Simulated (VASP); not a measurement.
Runs of VASP 6.6.1 on Zr. The structure is that of space group P6/mmm (No. 191), or close to it. The cells are those of the table. This isn't the form of Zr at room conditions, which is hcp.

```tsv
task	cell	cutoff (eV)	gap on the mesh (eV)	pressure (GPa)
single point	a = 4.750, b = 4.750, c = 2.973 Å, angles 90.0, 90.0, 120.0°, 3 atoms	520	none	14.2
single point	a = 4.893, b = 4.893, c = 3.063 Å, angles 90.0, 90.0, 120.0°, 3 atoms	520	none	2.1
relaxation of cell and atoms	relaxed to 14 GPa from a = 4.805, b = 4.805, c = 3.008 Å, angles 90.0, 90.0, 120.0°, 3 atoms	600	none	14.0
single point	a = 4.923, b = 4.923, c = 3.082 Å, angles 90.0, 90.0, 120.0°, 3 atoms	520	none	0.1
single point	a = 4.840, b = 4.840, c = 3.030 Å, angles 90.0, 90.0, 120.0°, 3 atoms	520	none	(a)
single point	a = 4.866, b = 4.866, c = 3.046 Å, angles 90.0, 90.0, 120.0°, 3 atoms	520	none	4.1
single point	a = 4.805, b = 4.805, c = 3.008 Å, angles 90.0, 90.0, 120.0°, 3 atoms	520	none	(b)
```

Alike in all rows: level LDA; potentials or basis VASP PAW LDA potentials, release 64 (Zr_sv); no spin polarisation; k mesh 10 × 10 × 16; smearing gaussian 0.05 eV.

Estimate the missing entries.

(a) 6.2; (b) 9.2.

Caveats: the cell stands under pressure (at least some runs); the cell is relaxed towards a set pressure, so the run minimises the enthalpy, not the energy (at least some runs).

A k mesh can miss the band edges, and the runs leave out spin-orbit coupling on Zr.

A gap of «none» marks levels without a gap at the run's occupations.
